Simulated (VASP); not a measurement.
Write the native input for VASP 6.6.1 that does the following.

| Item | Value |
| --- | --- |
| Task | single point |
| Functional | PBE |
| Potentials or basis | VASP PAW PBE potentials, release 64 (Ba_sv, O_h) |
| Cutoff | 910 eV |
| k mesh | 2 × 2 × 2, shifted |
| Occupations | gaussian, width 0.01 eV |
| Spin | no spin polarisation |
| Dipole correction | no |
| Further INCAR settings | LREAL = Auto; ALGO = Normal; EDIFF = 1e-06; NBANDS = 155 |

The structure of Ba17O16 (a cell with a defect) lies in POSCAR:

```
Ba17O16
1.0
    5.5739975724      5.5739975724      5.5739975724
   -5.5739975724      5.5739975724     -5.5739975724
   -5.5739975724     -5.5739975724      5.5739975724
Ba O
17 16
Direct
    0.4850289210      0.7451740550      0.7451740550
    0.5048259450      0.4898548660      0.0000000000
    0.7601451340      0.5101451340      0.7649710790
    0.5660730981      0.3160730981      0.3160730981
    0.7398548660      0.2548259450      0.0000000000
   -0.0048259450      0.2350289210      0.7451740550
    0.5048259450      0.0000000000      0.4898548660
    0.7398548660      0.0000000000      0.2548259450
   -0.0660730981      0.0000000000      0.0000000000
    0.2500000000      0.0000000000      0.6839269019
    0.7601451340      0.7649710790      0.5101451340
   -0.0048259450      0.7451740550      0.2350289210
    0.2500000000      0.6839269019      0.0000000000
    0.0149710790      0.5101451340      0.5101451340
    0.2500000000      0.4898548660      0.2548259450
    0.2500000000      0.2548259450      0.4898548660
    0.2500000000      0.0000000000      0.0000000000
    0.5098996048      0.0000000000      0.0000000000
    0.5011714339      0.7377301979      0.2511714339
    0.7365587640      0.7488285661      0.0000000000
    0.5122698021      0.5134412360      0.5134412360
    0.7634412360      0.5134412360      0.2622698021
   -0.0011714339      0.4865587640      0.0000000000
    0.5011714339      0.2511714339      0.7377301979
    0.7634412360      0.2622698021      0.5134412360
   -0.0122698021      0.2511714339      0.2511714339
    0.2500000000      0.2598996048      0.0000000000
    0.7365587640      0.0000000000      0.7488285661
   -0.0011714339      0.0000000000      0.4865587640
    0.2500000000      0.0000000000      0.2598996048
   -0.0098996048      0.7401003952      0.7401003952
    0.2500000000      0.7488285661      0.4865587640
    0.2500000000      0.4865587640      0.7488285661
```

This cell differs from its parent crystal: with an interstitial atom, then relaxed in part.

The input as run:

INCAR

```
SYSTEM = Ba17O16
PREC = Accurate ; ENCUT = 910
EDIFF = 1E-6 ; ISMEAR = 0
SIGMA = 0.01 ; LREAL = Auto
LASPH = .True. ; NELM = 120
ALGO = Normal ; ISIF = 2
LWAVE = .False. ; LCHARG = .False.
GGA = PE ; NBANDS = 155
GGA_COMPAT = .False.
```

KPOINTS

```
Automatic mesh
0
Gamma
  2 2 2
  0.5 0.5 0.5
```

Potentials or basis: VASP PAW PBE potentials, release 64 (Ba_sv, O_h).

The run is started by

```bash
$ cat potpaw_PBE.64/Ba_sv/POTCAR potpaw_PBE.64/O_h/POTCAR > POTCAR
$ mpirun -np 1 vasp_std > vasp.out
```

It gave:

| Quantity | Value |
| --- | --- |
| Pressure | 5.3 GPa |
| Largest force | 0.096 eV/Å |
| Band gap on the k mesh | zero (bands 133 and 134 overlap by 0.58 eV) |

Caveat: the k points lie up to 0.40 Å⁻¹ apart, too coarse for converged energies and pressures of a metal; the cell differs from its parent crystal (with an interstitial atom, then relaxed in part); the cutoff is under 1.25 times the usual one of these potentials, so pressure, stress and relaxed cells hold a basis-set (Pulay) error; spin-orbit coupling is left out, which moves the levels of the heavy elements.

Wall time 15 min on 1 thread of Intel(R) Xeon(R) 6975P-C (Granite Rapids) (shared host), peak memory 1.7 GiB.
